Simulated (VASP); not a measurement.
A run of VASP 6.6.1:

Contents of INCAR:

```
PREC = Accurate
ENCUT = 520
EDIFF = 1E-7
ISMEAR = 0
SIGMA = 0.01
LREAL = False
LASPH = True
NELM = 80
ALGO = Normal
ISIF = 2
LWAVE = False
LCHARG = False
GGA = PE
NBANDS = 28
```

KPOINTS

```
regular mesh
0
Gamma
  10 10 8
```

POSCAR

```
SnO
1.0
    3.8682628244      0.0000000000      0.0000000000
    0.0000000000      3.8682628244      0.0000000000
    0.3039744116      0.0000000000      5.0662401931
Sn O
2 2
Direct
   -0.0155538086      0.5000000000      0.2285753576
    0.5155538086      0.0000000000      0.7714246424
    0.5019827251      0.5000000000      0.0001528192
   -0.0019827251      0.0000000000     -0.0001528192
```

Potentials or basis: VASP PAW PBE potentials, release 64 (Sn_d, O).

Command:

```console
$ cat potpaw_PBE.64/Sn_d/POTCAR potpaw_PBE.64/O/POTCAR > POTCAR
$ mpirun -np 1 vasp_std > vasp.out
```

Hardware: 1 thread of Intel(R) Xeon(R) Platinum 8488C (Sapphire Rapids) (shared host).

**Question.** How long does it take, and how much memory?

**Answer.** Run time: 8.3 min on 1 thread of Intel(R) Xeon(R) Platinum 8488C (Sapphire Rapids) (shared host), peak memory 0.5 GiB. Counts: scf iterations 15, k points 252.
